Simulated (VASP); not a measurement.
Set up this calculation in VASP 6.6.1, as the native input.

```
Task                   : single point
Functional             : PBE
Potentials or basis    : VASP PAW PBE potentials, release 64 (Pb_d)
Cutoff                 : 520 eV
k mesh                 : 6 × 6 × 6
Occupations            : gaussian, width 0.1 eV
Spin                   : no spin polarisation
Dipole correction      : no
Further INCAR settings : ALGO = Normal; EDIFF = 1e-06; NBANDS = 13
```

The structure of Pb lies in POSCAR:

```
Pb
1.0
    3.3913488344      0.0000000000      0.0000000000
   -1.6956744172      2.9369942437      0.0000000000
    0.0000000000      0.0000000000      3.1687915671
Pb
1
Direct
    0.0000000000      0.0000000000      0.0000000000
```

These files were run (other wordings do the same):

INCAR

```
SYSTEM = Pb
PREC = Accurate ; ENCUT = 520
EDIFF = 1E-6 ; ISMEAR = 0
SIGMA = 0.1 ; LREAL = .FALSE.
LASPH = .TRUE. ; NELM = 80
ALGO = Normal ; ISIF = 2
LWAVE = .FALSE. ; LCHARG = .TRUE.
GGA = PE ; LELF = .TRUE.
LVHAR = .TRUE. ; NBANDS = 13
```

KPOINTS

```
regular mesh
0
G
  6 6 6
  0 0 0
```

Potentials or basis: VASP PAW PBE potentials, release 64 (Pb_d).

The run is started by

```bash
$ cat potpaw_PBE.64/Pb_d/POTCAR > POTCAR
$ mpirun -np 1 vasp_std > vasp.out
```

It gave:

```yaml
Pressure: 2.0 GPa
Band_gap_on_the_k_mesh: zero (band 7 reaches 11.82 eV, above the bottom of band 8 at 4.47 eV)
```

Caveat: spin-orbit coupling is left out, which moves the levels of the heavy elements.

Run time: 4.3 s on 1 thread of Intel(R) Xeon(R) 6975P-C (Granite Rapids), on a shared host, peak memory 0.15 GiB.
